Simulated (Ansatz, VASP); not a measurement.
# HgTe in VASP and in Ansatz

POSCAR

```
HgTe
1.0
    0.0000000000      3.2891578863      3.2891578863
    3.2891578863      0.0000000000      3.2891578863
    3.2891578863      3.2891578863      0.0000000000
Hg Te
1 1
Direct
    0.0000000000      0.0000000000      0.0000000000
    0.2500000000      0.2500000000      0.2500000000
```

Contents of INCAR.step1:

```
ALGO = Normal
EDIFF = 1E-5
ENCUT = 520
GGA = PE
ISIF = 2
ISMEAR = -1
LASPH = T
LREAL = F
LWAVE = T
NBANDS = 16
NELM = 100
PREC = Accurate
SIGMA = 0.02
```

Contents of INCAR.step2:

```
ALGO = Normal
EDIFF = 1E-6
ENCUT = 520
GGA = PE
HFSCREEN = 0.2079
ISIF = 2
ISMEAR = -1
ISTART = 1
LASPH = T
LCHARG = T
LELF = T
LHFCALC = T
LREAL = F
LVHAR = T
LWAVE = F
NBANDS = 16
NELM = 100
PREC = Accurate
PRECFOCK = Normal
SIGMA = 0.02
```

File KPOINTS:

```
k-points
0
Gamma
  4 4 4
```

Input for Ansatz:

```yaml
crystal:
  lattice:
    - [0.0, 3.2891578863, 3.2891578863]
    - [3.2891578863, 0.0, 3.2891578863]
    - [3.2891578863, 3.2891578863, 0.0]
  atoms:
    - { symbol: Hg, position: [0.0, 0.0, 0.0] }
    - { symbol: Te, position: [0.25, 0.25, 0.25] }
kpoints:
  mp_grid: { grid: [4, 4, 4] }
  band_path:
    path:
      - [0.0, 0.0, 0.0]
      - [-0.5, -0.5, 0.0]
      - [-0.375, -0.375, 0.25]
      - [-0.375, 0.0, 0.375]
      - [0.0, 0.0, 0.5]
      - [-0.5, -0.25, 0.25]
    npoints: 1
hamiltonian:
  xc: hse06
scf:
  occupations: { method: fermi_dirac, width: 0.02 }
  n_extra_bands: 4
output:
  forces: true
  stress: true
  eigenvalues: true
```

Alike in both runs: task single point; functional HSE06; k mesh 4 × 4 × 4; occupations fermi-dirac, width 0.02 eV; no spin polarisation.

|  | VASP | Ansatz |
| --- | --- | --- |
| version | VASP 6.6.1 | Ansatz 0.2.0 |
| potentials or method | VASP PAW PBE potentials, release 64 (Hg, Te) | plane waves, PAW |
| plane-wave cutoff (eV) | 520 | 420 |
| valence electrons in the cell | 18 | 36 |

```csv
,VASP,Ansatz,Ansatz less VASP
pressure (GPa),0.1,0.1,+0.07
```

VASP's potentials hold 18 valence electrons a cell and Ansatz's 36, so a difference there can come from the potentials and not from the codes. Ansatz's warnings: filled band counts differ across k points, stress exchange threshold loose, stress scf threshold loose.

The k mesh is coarse, so the values compare programs but aren't converged. Neither program's run includes spin-orbit coupling.
